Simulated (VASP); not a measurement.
NiMoIrPdW, 5 atoms in the cell. The structure is monoclinic, space group Cm (No. 8). The conventional cell has a = 4.751 Å, b = 2.900 Å, c = 11.291 Å, α = 90.00°, β = 101.20°, γ = 90.00°. Within 3.5 Å of Ni (site symmetry m) lie 3 Ir at 2.62 to 2.65 Å and 3 Pd at 2.70 to 2.71 Å and 6 Ni at 2.78 to 2.90 Å. Within 3.6 Å of Mo (site symmetry m) lie 3 Ir at 2.71 to 2.72 Å and 6 Mo at 2.78 to 2.90 Å and 4 W at 2.82 to 3.49 Å. Pd (site symmetry m) has 3 Ni at 2.70 to 2.71 Å and 3 W at 2.78 to 2.79 Å and 6 Pd at 2.78 to 2.90 Å within 3.6 Å. Within 3.5 Å of Ir (site symmetry m) lie 3 Ni at 2.62 to 2.65 Å and 3 Mo at 2.71 to 2.72 Å and 6 Ir at 2.78 to 2.90 Å. W (site symmetry m) has 6 Pd at 2.78 to 4.02 Å and 6 W at 2.78 to 2.90 Å and 4 Mo at 2.82 to 3.49 Å within 4.1 Å. 

| Quantity | Value |
| --- | --- |
| Program | VASP 6.6.1 |
| Task | single point |
| Functional | PBE |
| Potentials or basis | VASP PAW PBE potentials, release 64 (Ni, Mo_sv, Pd, Ir, W_sv) |
| Cutoff | 520 eV |
| k mesh | 11 × 11 × 3 |
| Occupations | fermi-dirac, width 0.05 eV |
| Spin | collinear spin, ferromagnetic start |
| Starting moments | [1.0, 1.0, 0.0, 0.6, 0.0] μB |
| Dipole correction | no |
| Further INCAR settings | ALGO = Normal; EDIFF = 1e-06; NBANDS = 40 |

Potentials or basis: VASP PAW PBE potentials, release 64 (Ni, Mo_sv, Pd, Ir, W_sv).

The run is started by

```console
$ cat potpaw_PBE.64/Ni/POTCAR potpaw_PBE.64/Mo_sv/POTCAR potpaw_PBE.64/Pd/POTCAR potpaw_PBE.64/Ir/POTCAR potpaw_PBE.64/W_sv/POTCAR > POTCAR
$ mpirun -np 1 vasp_std > vasp.out
```

Hardware: 1 thread of AMD EPYC 9R45 96-Core Processor (Zen 5), on a shared host.

**Question.** Estimate the wall time of this run.

**Answer.** Wall time 12 min on 1 thread of AMD EPYC 9R45 96-Core Processor (Zen 5), on a shared host, peak memory 0.63 GiB. Counts: scf iterations 27, k points 102.
